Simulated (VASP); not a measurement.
# Fe2O3 (R-3c) in VASP: single point with PBE

Aim: the single point of Fe2O3 with PBE.

Program: VASP 6.6.1. These are calculated values, not measurements. Logs are shortened: lines on timing, memory, paths and dates and some standing lists are left out, and cuts for length are marked.

## Step 1: The cell of the first run

It takes space group R-3c (No. 167, trigonal). Conventional cell: a = 4.773 Å, b = 4.773 Å, c = 13.304 Å, α = 90.00°, β = 90.00°, γ = 120.00°. Within 2.6 Å of Fe (site symmetry 3) lie 6 O at 1.89 to 1.96 Å and 1 Fe at 2.54 Å. Within 2.9 Å of O (site symmetry 2) lie 4 Fe at 1.89 to 1.96 Å and 12 O at 2.59 to 2.84 Å.

## Step 2: Single point, PBE, collinear spin, ferromagnetic start

INCAR

```
PREC     = Accurate       # precision mode
ENCUT    = 600            # plane-wave cutoff, eV
EDIFF    = 1E-6           # SCF threshold, eV
ISMEAR   = 0              # smearing method
SIGMA    = 0.05           # smearing width, eV
LREAL    = F              # projectors in reciprocal space
LASPH    = T              # aspherical terms in the spheres
NELM     = 200            # most SCF steps
ALGO     = Normal         # electronic algorithm
ISIF     = 2              # what is computed and relaxed
LWAVE    = F              # write WAVECAR
LCHARG   = T              # write CHGCAR
ISPIN    = 2              # spin polarisation
MAGMOM   = 0.95 0.95 0.95 0.95 0 0 0 0 0 0 # initial moments
LORBIT   = 11             # projections on sites
LMAXMIX  = 4              # l up to which the mixer works
GGA      = PE             # functional
LELF     = T              # ELF
LVHAR    = T            
NBANDS   = 49             # bands
GGA_COMPAT= F
```

KPOINTS

```
Automatic mesh
0
Gamma
  6 6 6
```

POSCAR

```
Fe2O3
1.0
    2.3865028664      1.3778480723      4.4345385194
   -2.3865028664      1.3778480723      4.4345385194
    0.0000000000     -2.7556961446      4.4345385194
Fe O
4 6
Direct
    0.3454541922      0.3454541922      0.3454541922
    0.1545458078      0.1545458078      0.1545458078
    0.6545458078      0.6545458078      0.6545458078
    0.8454541922      0.8454541922      0.8454541922
    0.5632180980      0.9367819020      0.2500000000
    0.2500000000      0.5632180980      0.9367819020
    0.9367819020      0.2500000000      0.5632180980
    0.4367819020      0.0632180980      0.7500000000
    0.7500000000      0.4367819020      0.0632180980
    0.0632180980      0.7500000000      0.4367819020
```

Potentials or basis: VASP PAW PBE potentials, release 64 (Fe, O).

On the command line:

```
cat potpaw_PBE.64/Fe/POTCAR potpaw_PBE.64/O/POTCAR > POTCAR
mpirun -np 1 vasp_std > vasp.out
```

OUTCAR:

```text
PREC = Accurate
   ENCUT = 600
   EDIFF = 1E-6
   ISMEAR = 0
   LREAL = F
   LASPH = T
   NELM = 200
   ISIF = 2
   ISPIN = 2
   LORBIT = 11
   GGA = PE

 ion  position               nearest neighbor table
   1  0.345  0.345  0.345-   9 1.89   8 1.89  10 1.89   7 1.96   6 1.96   5 1.96   2 2.54   3 2.77
                             3 2.77   3 2.77
   2  0.155  0.155  0.155-  10 1.89   8 1.89   9 1.89   7 1.96   6 1.96   5 1.96   1 2.54   4 2.77
                             4 2.77   4 2.77
   3  0.655  0.655  0.655-   6 1.89   5 1.89   7 1.89   9 1.96  10 1.96   8 1.96   4 2.54   1 2.77
                             1 2.77   1 2.77
   4  0.845  0.845  0.845-   7 1.89   5 1.89   6 1.89   9 1.96  10 1.96   8 1.96   3 2.54   2 2.77
                             2 2.77   2 2.77
   5  0.563  0.937  0.250-   3 1.89   4 1.89   1 1.96   2 1.96
   6  0.250  0.563  0.937-   3 1.89   4 1.89   1 1.96   2 1.96
   7  0.937  0.250  0.563-   4 1.89   3 1.89   1 1.96   2 1.96
   8  0.437  0.063  0.750-   1 1.89   2 1.89   3 1.96   4 1.96
   9  0.750  0.437  0.063-   1 1.89   2 1.89   3 1.96   4 1.96
  10  0.063  0.750  0.437-   2 1.89   1 1.89   3 1.96   4 1.96

  LATTYP: Found a trigonal (rhomboedric) cell.
 ALAT       =     5.2210145682
 COS(alpha) =     0.5821271970

  Lattice vectors:

 A1 = (   2.3865028664,   1.3778480723,   4.4345385194)
 A2 = (  -2.3865028664,   1.3778480723,   4.4345385194)
 A3 = (   0.0000000000,  -2.7556961446,   4.4345385194)

Analysis of symmetry for initial positions (statically):
=====================================================================
 Subroutine PRICEL returns:
 Original cell was already a primitive cell.

 Routine SETGRP: Setting up the symmetry group for a
 trigonal (rhombohedral) supercell.

 Subroutine GETGRP returns: Found 12 space group operations
 (whereof  6 operations were pure point group operations)
 out of a pool of 12 trial point group operations.

The static configuration has the point symmetry S_6 .
 The point group associated with its full space group is D_3d.

Analysis of symmetry for dynamics (positions and initial velocities):
=====================================================================
 Subroutine PRICEL returns:
 Original cell was already a primitive cell.

 Routine SETGRP: Setting up the symmetry group for a
 trigonal (rhombohedral) supercell.

 Subroutine GETGRP returns: Found 12 space group operations
 (whereof  6 operations were pure point group operations)
 out of a pool of 12 trial point group operations.

The dynamic configuration has the point symmetry S_6 .
 The point group associated with its full space group is D_3d.

Analysis of structural, dynamic, and magnetic symmetry:
=====================================================================
 Subroutine PRICEL returns:
 Original cell was already a primitive cell.

 Routine SETGRP: Setting up the symmetry group for a
 trigonal (rhombohedral) supercell.

 Subroutine GETGRP returns: Found 12 space group operations
 (whereof  6 operations were pure point group operations)
 out of a pool of 12 trial point group operations.

The overall configuration has the point symmetry S_6 .
 The point group associated with its full space group is D_3d.

 Subroutine INISYM returns: Found 12 space group operations
 (whereof  6 operations are pure point group operations),
 and found     1 'primitive' translations

----------------------------------------------------------------------------------------

                                     Primitive cell

  volume of cell :      87.4909

  direct lattice vectors                    reciprocal lattice vectors
     2.386502866  1.377848072  4.434538519     0.209511586  0.120961570  0.075167536
    -2.386502866  1.377848072  4.434538519    -0.209511586  0.120961570  0.075167536
     0.000000000 -2.755696145  4.434538519     0.000000000 -0.241923141  0.075167536

  length of vectors
     5.221014568  5.221014568  5.221014568     0.253331728  0.253331728  0.253331728

  position of ions in fractional coordinates (direct lattice)
     0.345454192  0.345454192  0.345454192
     0.154545808  0.154545808  0.154545808
     0.654545808  0.654545808  0.654545808
[... 85 lines left out ...]
   ICHARG =      2    charge: 1-file 2-atom 10-const
   ISPIN  =      2    spin polarized calculation?
   LNONCOLLINEAR =      F non collinear calculations
   LSORBIT =      F    spin-orbit coupling
   LASPH  =      T    aspherical Exc in radial PAW
   ENCUT  =  600.0 eV  44.10 Ry    6.64 a.u.  10.43 10.43 10.43*2*pi/ulx,y,z
   NELM   =    200;   NELMIN=  2; NELMDL= -5     # of ELM steps
   EDIFF  = 0.1E-05   stopping-criterion for ELM
   LREAL  =      F    real-space projection
   EDIFFG = 0.1E-04   stopping-criterion for IOM
   NSW    =      0    number of steps for IOM
   IBRION =     -1    ionic relax: 0-MD 1-quasi-New 2-CG
   NFREE  =      0    steps in history (QN), initial steepest desc. (CG)
   ISIF   =      2    stress and relaxation
   ISYM   =      2    0-nonsym 1-usesym 2-fastsym
   POTIM  = 0.5000    time-step for ionic-motion
   TEBEG  =    0.0;   TEEND  =   0.0 temperature during run
   PSTRESS=    0.0 pullay stress
   NELECT =      68.0000    total number of electrons
   NUPDOWN=      -1.0000    fix difference up-down
   EMIN   =  10.00;   EMAX   =-10.00  energy-range for DOS
   EFERMI =   0.00;   METHOD = LEGACY
   ISMEAR =     0;   SIGMA  =   0.05  broadening in eV -4-tet -1-fermi 0-gaus
   EFERMI_NEDOS =   21; number of points for ismear=-14 and -15
   IALGO  =     38    algorithm
   IMIX   =      4    mixing-type and parameters
     AMIX     =   0.40;   BMIX     =  1.00
     AMIX_MAG =   1.60;   BMIX_MAG =  1.00
  volume/ion in A,a.u.               =       8.75        59.04
  Fermi-wavevector in a.u.,A,eV,Ry     =   1.505186  2.844389 30.825150  2.265585
  Thomas-Fermi vector in A             =   2.616068
   LORBIT       =     11    0 simple, 1 ext, 2 COOP (PROOUT), +10 PAW based schemes
   GGA     = PE    functional components
   LHFCALC =     F    Hartree Fock is set to
   AEXX    =    0.0000 exact exchange contribution
   IVDW    =     0    specifies the selected vdW correction
   LEPSILON=     F    determine dielectric tensor
   LRPA    =     F    only Hartree local field effects (RPA)
 spin polarized calculation
 Gauss-broadening in eV      SIGMA  =   0.05
  energy-cutoff  :      600.00
  volume of cell :       87.49
 maximum number of plane-waves:      2951
 NGX is ok and might be reduce to    42
   NGX = 21   NGY = 21   NGZ = 21

 number of electron      68.0000004 magnetization       4.0003062

 Free energy of the ion-electron system (eV)
  ---------------------------------------------------
  ext. energy  EPLUGINS =         0.00000000
  ---------------------------------------------------
  free energy    TOTEN  =       -74.63344124 eV

  energy without entropy =      -74.61901774  energy(sigma->0) =      -74.62622949

 E-fermi :   5.5871     XC(G=0): -12.4325

 val. band max:        5.5834517774   @ k =  -0.3333   0.3333   0.3333
 cond. band min:       5.5876097245   @ k =   0.5000   0.5000   0.1667
 fundamental gap:      0.0041579471
 Fermi energy:         5.5870513731

 spin component 1

 k-point     1 :       0.0000    0.0000    0.0000
  band No.  band energies     occupation
      1     -15.5700      1.00000
      2     -13.6841      1.00000
      3     -13.6569      1.00000
      4     -13.6569      1.00000
      5     -13.5101      1.00000
      6     -13.5101      1.00000
[... 1165 lines left out ...]
     45      14.9285      0.00000
     46      15.2386      0.00000

 [... further k-points ...]

 spin component 2

 k-point     1 :       0.0000    0.0000    0.0000
  band No.  band energies     occupation
      1     -15.5065      1.00000
      2     -13.6247      1.00000
      3     -13.5927      1.00000
      4     -13.5927      1.00000
      5     -13.4486      1.00000
      6     -13.4486      1.00000
[... 1165 lines left out ...]
     45      15.0580      0.00000
     46      15.3688      0.00000

 [... further k-points ...]

 [bands above 46 left out]

------------------------ aborting loop because EDIFF is reached ----------------------------------------

  FORCE on cell =-STRESS in cart. coord.  units (eV):
  Direction    XX          YY          ZZ          XY          YZ          ZX
  --------------------------------------------------------------------------------------
  -------------------------------------------------------------------------------------
  Total        0.7494751      0.7494751      0.7296873      0.0000000      0.0000000     -0.0000000
  in kB       13.7247613     13.7247613     13.3623976      0.0000000      0.0000000     -0.0000000
  external PRESSURE =      13.6039734 kB  Pullay stress =       0.0000000 kB

 VOLUME and BASIS-vectors are now :
 -----------------------------------------------------------------------------
  energy-cutoff  :      600.00
  volume of cell :       87.49
      direct lattice vectors                 reciprocal lattice vectors
     2.386502866  1.377848072  4.434538519     0.209511586  0.120961570  0.075167536
    -2.386502866  1.377848072  4.434538519    -0.209511586  0.120961570  0.075167536
     0.000000000 -2.755696145  4.434538519     0.000000000 -0.241923141  0.075167536

 POSITION                                       TOTAL-FORCE (eV/Angst)
 -----------------------------------------------------------------------------------
      0.00000      0.00000      4.59579         0.000000     -0.000000      0.041716
      0.00000      0.00000      2.05602         0.000000     -0.000000     -0.041716
      0.00000      0.00000      8.70783         0.000000      0.000000     -0.041716
      0.00000      0.00000     11.24760         0.000000      0.000000      0.041716
     -0.89151      1.37785      7.76044         0.020402      0.000000     -0.000000
     -0.74750     -1.46100      7.76044        -0.010201      0.017669     -0.000000
      1.63901      0.08315      7.76044        -0.010201     -0.017669     -0.000000
      0.89151     -1.37785      5.54317        -0.020402      0.000000     -0.000000
      0.74750      1.46100      5.54317         0.010201     -0.017669     -0.000000
     -1.63901     -0.08315      5.54317         0.010201      0.017669     -0.000000
 -----------------------------------------------------------------------------------
    total drift:                               -0.000000     -0.000000     -0.000000

  FREE ENERGIE OF THE ION-ELECTRON SYSTEM (eV)
  ---------------------------------------------------
  free  energy   TOTEN  =       -74.6334412399 eV

  energy  without entropy=      -74.6190177404  energy(sigma->0) =      -74.62622949

 total charge

# of ion       s       p       d       tot
------------------------------------------
    1        0.409   0.654   6.306   7.369
    2        0.409   0.654   6.306   7.369
    3        0.409   0.654   6.306   7.369
    4        0.409   0.654   6.306   7.369
    5        1.558   3.454   0.000   5.012
    6        1.558   3.454   0.000   5.012
    7        1.558   3.454   0.000   5.012
    8        1.558   3.454   0.000   5.012
    9        1.558   3.454   0.000   5.012
   10        1.558   3.454   0.000   5.012
--------------------------------------------------
tot         10.986  23.339  25.224  59.548

 magnetization (x)

# of ion       s       p       d       tot
------------------------------------------
    1        0.007   0.010   0.927   0.943
    2        0.007   0.010   0.927   0.943
    3        0.007   0.010   0.927   0.943
    4        0.007   0.010   0.927   0.943
    5        0.000   0.028   0.000   0.028
    6        0.000   0.028   0.000   0.028
    7        0.000   0.028   0.000   0.028
    8        0.000   0.028   0.000   0.028
    9        0.000   0.028   0.000   0.028
   10        0.000   0.028   0.000   0.028
--------------------------------------------------
tot          0.028   0.207   3.707   3.941
```

It took 7.8 min on 1 thread of Intel Xeon Platinum 8259CL at 2.50GHz (Skylake/Cascade Lake), shared host; peak memory 0.46 GiB.

What came out:

```
Free energy                                           : -74.6334 eV
Pressure                                              : 1.4 GPa
Largest force                                         : 0.042 eV/Å
Band gap on the k mesh                                : zero (filled and empty bands overlap)
Net moment                                            : 4.00 μB per cell
Site moments                                          : Fe +0.94; O +0.03 μB
Valence electrons inside the program's atomic spheres : Fe 7.37; O 5.01
```

Forces in eV/Å, atoms in the order of the input:
```
Fe   0.000  0.000  0.042
Fe   0.000  0.000 -0.042
Fe   0.000  0.000 -0.042
Fe   0.000  0.000  0.042
O    0.020  0.000  0.000
O   -0.010  0.018  0.000
O   -0.010 -0.018  0.000
O   -0.020  0.000  0.000
O    0.010 -0.018  0.000
O    0.010  0.018  0.000
```

Levels at points of the mesh, in eV from the Fermi level:
Spin up:
| k point | band 34 | band 35 | band 36 | band 37 | band 38 | band 39 |
| --- | --- | --- | --- | --- | --- | --- |
| (0.00, 0.00, 0.00) | -0.61 | -0.55 | -0.55 | 0.44 | 0.44 | 0.61 |
| (0.50, 0.00, 0.00) | -0.96 | -0.84 | -0.84 | 1.00 | 1.00 | 1.21 |
| (0.50, 0.50, 0.00) | -0.83 | -0.73 | -0.73 | 0.32 | 0.47 | 0.68 |
| (0.50, 0.50, 0.50) | -0.84 | -0.84 | -0.84 | 1.06 | 1.06 | 1.06 |
Spin down:
```csv
k point,band 28,band 29,band 30,band 31,band 32,band 33,band 34,band 35,band 36,band 37
"(0.00, 0.00, 0.00)",-0.76,-0.76,-0.65,-0.65,-0.30,0.30,0.30,0.46,0.90,1.07
"(0.50, 0.00, 0.00)",-0.39,-0.34,-0.34,-0.10,-0.10,-0.02,-0.02,0.45,0.45,1.51
"(0.50, 0.50, 0.00)",-0.98,-0.49,-0.35,-0.26,-0.06,0.07,0.32,0.40,0.57,0.89
"(0.50, 0.50, 0.50)",-0.80,-0.07,-0.07,-0.04,-0.04,-0.04,-0.04,0.05,0.05,1.56
```

Caveat: semilocal functionals often make such compounds metallic where correlation or magnetic order opens a gap, which also shifts bond lengths; the run started ferromagnetic, and an antiferromagnetic order may lie lower in energy.
